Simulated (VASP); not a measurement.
Wanted: the native input for a VASP 6.6.1 run.

* Task: single point
* Functional: PBE
* Potentials or basis: VASP PAW PBE potentials, release 64 (Sm_3, O), 4f in core
* Cutoff: 600 eV
* k mesh: 6 × 6 × 6
* Occupations: gaussian, width 0.1 eV
* Spin: no spin polarisation
* Dipole correction: no
* Mended: yes
* Further INCAR settings: ALGO = Normal; EDIFF = 1e-06; NBANDS = 22

The structure of SmO3 lies in POSCAR:

```
SmO3
1.0
   -2.3413207377      2.3413207377      2.3413207377
    2.3413207377     -2.3413207377      2.3413207377
    2.3413207377      2.3413207377     -2.3413207377
Sm O
1 3
Direct
    0.0000000000      0.0000000000      0.0000000000
    0.0000000000      0.5000000000      0.5000000000
    0.5000000000      0.0000000000      0.5000000000
    0.5000000000      0.5000000000      0.0000000000
```

The cell was built from a structure type or drawn by symmetry, and may not be a known phase.

The input as run:

INCAR

```
PREC     = Accurate       # precision mode
ENCUT    = 600            # plane-wave cutoff, eV
EDIFF    = 1E-6           # SCF threshold, eV
ISMEAR   = 0              # smearing method
SIGMA    = 0.1            # smearing width, eV
LREAL    = F              # projectors in reciprocal space
LASPH    = T              # aspherical terms in the spheres
NELM     = 200            # most SCF steps
ALGO     = Normal         # electronic algorithm
ISIF     = 2              # what is computed and relaxed
LWAVE    = F              # write WAVECAR
LCHARG   = F              # write CHGCAR
GGA      = PE             # functional
NBANDS   = 22             # bands
GGA_COMPAT= F            
LMAXMIX  = 6              # l up to which the mixer works
```

KPOINTS

```
regular mesh
0
Gamma
  6 6 6
```

Potentials or basis: VASP PAW PBE potentials, release 64 (Sm_3, O), 4f in core.

Command:

```sh
$ cat potpaw_PBE.64/Sm_3/POTCAR potpaw_PBE.64/O/POTCAR > POTCAR
$ mpirun -np 1 vasp_std > vasp.out
```

Results of the run:

The pressure is 0.8 GPa and the band gap on the k mesh is zero (an odd number of electrons rules out a gap without spin polarisation).

Caveat: spin-orbit coupling is left out, which moves the levels of the heavy elements; the 4f electrons are frozen in the core, so they carry no moment and show no levels; an odd number of electrons without spin polarisation forces a metal; a magnetic or distorted state may lie lower; the run has no spin polarisation, though such a crystal can be magnetic.

It took 11 s on 1 thread of AMD EPYC 9R45 96-Core Processor (Zen 5), with other jobs on the host, peak memory 0.15 GiB.
